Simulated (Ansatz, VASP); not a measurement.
MgO in VASP and in Ansatz

The input POSCAR:

```
MgO
1.0
    0.0000000000      2.1021680256      2.1021680256
    1.9825546649      0.0000000000      2.1021680256
    1.9825546649      2.1021680256      0.0000000000
Mg O
1 1
Direct
    0.0000000000      0.0000000000      0.0000000000
    0.5000000000      0.5000000000      0.5000000000
```

Contents of INCAR.step1:

```
SYSTEM = MgO
  ALGO = Normal
  EDIFF = 1E-5
  ENCUT = 520
  GGA = PE
  ISIF = 2
  ISMEAR = 0
  LASPH = .TRUE.
  LCHARG = .FALSE.
  LREAL = .FALSE.
  LWAVE = .TRUE.
  NBANDS = 11
  NELM = 80
  PREC = Accurate
  SIGMA = 0.01
```

File INCAR.step2:

```
SYSTEM = MgO
  ALGO = Normal
  EDIFF = 1E-6
  ENCUT = 520
  GGA = PE
  HFSCREEN = 0.2079
  ISIF = 2
  ISMEAR = 0
  ISTART = 1
  LASPH = .TRUE.
  LCHARG = .FALSE.
  LHFCALC = .TRUE.
  LREAL = .FALSE.
  LWAVE = .FALSE.
  NBANDS = 11
  NELM = 80
  PREC = Accurate
  PRECFOCK = Normal
  SIGMA = 0.01
```

The input KPOINTS:

```
k-points
0
G
  8 8 8
  0 0 0
```

Input for Ansatz:

```yaml
crystal:
  lattice:
    - [0.0, 2.1021680256, 2.1021680256]
    - [1.9825546649, 0.0, 2.1021680256]
    - [1.9825546649, 2.1021680256, 0.0]
  atoms:
    - { symbol: Mg, position: [0.0, 0.0, 0.0] }
    - { symbol: O, position: [0.5, 0.5, 0.5] }
kpoints:
  mp_grid: { grid: [8, 8, 8] }
  band_path:
    path:
      - [0.0, 0.0, 0.0]
      - [0.5, 0.0, 0.5]
      - [0.625, 0.25, 0.625]
      - [0.375, 0.375, 0.75]
      - [0.5, 0.5, 0.5]
      - [0.5, 0.25, 0.75]
    npoints: 1
hamiltonian:
  xc: hse06
scf:
  occupations: { method: fixed }
  n_extra_bands: 4
output:
  forces: true
  stress: true
  eigenvalues: true
  write_density: true
  write_potential: true
  elf: true
  volumetric_format: npy
```

Change from the starting cell: uniaxial_x strain -5.7%.

Alike in both runs: task single point; functional HSE06; k mesh 8 × 8 × 8; no spin polarisation.

|  | VASP | Ansatz |
| --- | --- | --- |
| version | VASP 6.6.1 | Ansatz 0.2.0 |
| potentials or method | VASP PAW PBE potentials, release 64 (Mg, O) | plane waves, PAW |
| plane-wave cutoff (eV) | 520 | 420 |
| occupations | gaussian, width 0.01 eV | fixed |
| valence electrons in the cell | 8 | 16 |

VASP gave:

| Item | Value |
| --- | --- |
| gap on the k mesh at the Fermi level (eV) | 7.06 |
| pressure (GPa) | 11.9 |
| traceless stress, the component that is largest in VASP (GPa) | 12.61 |

Task: What did Ansatz give for the same quantities?

Result: gap on the k mesh at the Fermi level (eV): 7.10; pressure (GPa): 12.0; traceless stress, the component that is largest in VASP (GPa): 12.41.

VASP's potentials hold 8 valence electrons a cell and Ansatz's 16, so a difference there can come from the potentials and not from the codes. Ansatz's warnings: stress exchange threshold loose, stress scf threshold loose.
